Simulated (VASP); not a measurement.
## BiTe: vibrations by perturbation theory with PBE

Crystal: BiTe.

```
CELL_PARAMETERS angstrom
0.00000 3.25488 3.25488
3.25488 0.00000 3.25488
3.25488 3.25488 0.00000
ATOMIC_POSITIONS crystal
Bi 0.00000 0.00000 0.00000
Te 0.50000 0.50000 0.50000
```

```json
{
 "Program": "VASP 6.6.1",
 "Task": "vibrations by perturbation theory",
 "Functional": "PBE",
 "Potentials or basis": "VASP PAW PBE potentials, release 64 (Bi_d, Te)",
 "Cutoff": "520 eV",
 "k mesh": "5 × 5 × 5",
 "Occupations": "fermi-dirac, width 0.15 eV",
 "Spin": "no spin polarisation",
 "Dipole correction": "no",
 "Further INCAR settings": "ALGO = Normal; EDIFF = 1e-08; IBRION = 8; NSW = 1"
}
```

```
Highest phonon frequency at Γ, LO-TO splitting left out : 100 cm⁻¹
```

Phonon frequencies in cm⁻¹ (negative: imaginary):
```csv
q point,frequencies
"(0.000, 0.000, 0.000)",0 0 0 100 100 100
```

It took 71 s on 1 thread of Intel(R) Xeon(R) Platinum 8488C (Sapphire Rapids), with other jobs on the host, peak memory 0.25 GiB.
